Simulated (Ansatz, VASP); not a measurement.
# HfO2 in VASP and in Ansatz

```
Hf O
1.0
     4.81353    0.00000    0.00000
     0.00000    4.81353    0.00000
     0.00000    0.00000    3.20542
Hf O
2 4
Direct
  0.00000 0.00000 0.00000
  0.50000 0.50000 0.50000
  0.19496 0.80504 0.50000
  0.30504 0.30504 0.00000
  0.69496 0.69496 0.00000
  0.80504 0.19496 0.50000
```

Alike in both runs: task single point; functional pbesol exchange, lyp correlation; k mesh 5 × 5 × 7; no spin polarisation.

|  | VASP | Ansatz |
| --- | --- | --- |
| version | VASP 6.6.1 | Ansatz 0.2.0 |
| potentials or method | VASP PAW PBE potentials, release 64 (Hf_pv, O) | plane waves, PAW |
| plane-wave cutoff (eV) | 600 | 420 |
| occupations | gaussian, width 0.01 eV | fixed |
| valence electrons in the cell | 44 | 76 |

```tsv
	VASP	Ansatz	Ansatz less VASP
gap on the k mesh at the Fermi level (eV)	3.90	3.95	+0.048
```

VASP's potentials were made for PBE, not for pbesol exchange, lyp correlation. VASP's potentials hold 44 valence electrons a cell and Ansatz's 76, so a difference there can come from the potentials and not from the codes.

Neither program's run includes spin-orbit coupling.
